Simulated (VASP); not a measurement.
Wanted: the native input for a VASP 6.6.1 run.

- Task: relaxation of cell and atoms
- Functional: PBE
- Potentials or basis: VASP PAW PBE potentials, release 64 (Si, Ni)
- Cutoff: 600 eV
- k mesh: 14 × 14 × 14
- Occupations: gaussian, width 0.1 eV
- Spin: no spin polarisation
- Target pressure: 90 GPa
- Dipole correction: no
- Further INCAR settings: ALGO = Normal; EDIFF = 1e-07; IBRION = 2; EDIFFG = -0.008; NSW = 70; ISIF = 3

The structure of Si2Ni lies in POSCAR:

```
Si2Ni
1.0
    0.0000000000      2.4710093339      2.4710093339
    2.4710093339      0.0000000000      2.4710093339
    2.4710093339      2.4710093339      0.0000000000
Si Ni
2 1
Direct
    0.2500000000      0.2500000000      0.2500000000
    0.7500000000      0.7500000000      0.7500000000
    0.0000000000      0.0000000000      0.0000000000
```

The input as run:

INCAR

```
PREC = Accurate
ENCUT = 600
EDIFF = 1E-7
ISMEAR = 0
SIGMA = 0.1
LREAL = F
LASPH = T
NELM = 60
ALGO = Normal
ISIF = 3
LWAVE = F
LCHARG = F
GGA = PE
IBRION = 2
NSW = 70
EDIFFG = -0.008
PSTRESS = 900.0
```

KPOINTS

```
Automatic mesh
0
Gamma
  14 14 14
```

Potentials or basis: VASP PAW PBE potentials, release 64 (Si, Ni).

The run is started by

```sh
$ cat potpaw_PBE.64/Si/POTCAR potpaw_PBE.64/Ni/POTCAR > POTCAR
$ mpirun -np 1 vasp_std > vasp.out
```

It gave:

```json
{
 "Relaxed volume": "9.90 Å³/atom",
 "Relaxed cell": "a = 3.476 Å, b = 3.476 Å, c = 3.476 Å, α = 60.00°, β = 60.00°, γ = 60.00°",
 "Space group after relaxing (to 0.1 Å)": "Fm-3m (No. 225)",
 "Energy change on relaxing (the run minimises the enthalpy)": "+85.6 meV/atom",
 "Ionic steps": "4",
 "Pressure after relaxing": "90.1 GPa",
 "Band gap on the k mesh": "zero (bands 9 and 10 overlap by 1.57 eV)"
}
```

Caveat: the cell is relaxed towards a set pressure, so the run minimises the enthalpy, not the energy.

Wall time 110 s on 1 thread of Intel(R) Xeon(R) Platinum 8488C (Sapphire Rapids) (shared host), peak memory 0.2 GiB.
